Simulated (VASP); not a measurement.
Here is a VASP 6.6.1 calculation.

The input INCAR:

```
PREC = Accurate ; ENCUT = 840
EDIFF = 1E-6 ; ISMEAR = 0
SIGMA = 0.05 ; LREAL = F
LASPH = T ; NELM = 120
ALGO = Normal ; ISIF = 2
LWAVE = F ; LCHARG = F
GGA = PS ; NBANDS = 18
GGA_COMPAT = F
```

File KPOINTS:

```
regular mesh
0
Gamma
  12 12 12
```

The input POSCAR:

```
MgO2
1.0
    1.5566181855      0.8987139284      3.5987982411
   -1.5566181855      0.8987139284      3.5987982411
    0.0000000000     -1.7974278569      3.5987982411
Mg O
1 2
Direct
    0.0000000000      0.0000000000      0.0000000000
    0.4287860000      0.4287860000      0.4287860000
    0.5712140000      0.5712140000      0.5712140000
```

Potentials or basis: VASP PAW PBE potentials, release 64 (Mg_sv, O).

The run is started by

```console
$ cat potpaw_PBE.64/Mg_sv/POTCAR potpaw_PBE.64/O/POTCAR > POTCAR
$ mpirun -np 1 vasp_std > vasp.out
```

**Question.** Estimate the band gap on the k mesh.

**Answer.** 1.52 eV.

**Question.** What does it give for the pressure?

**Answer.** -3.3 GPa.

Stress tensor (GPa, compression positive):
```
  4.63   0.00   0.00
  0.00   4.63   0.00
  0.00   0.00 -19.30
```

Caveat: the cell differs from its parent crystal (strain -0.030 along x and y, +0.030 along z); the stress differs along the axes, from -19 to 5 GPa; the PAW data sets were made with another functional, which shifts forces and pressure a little. A k mesh can miss the band edges.
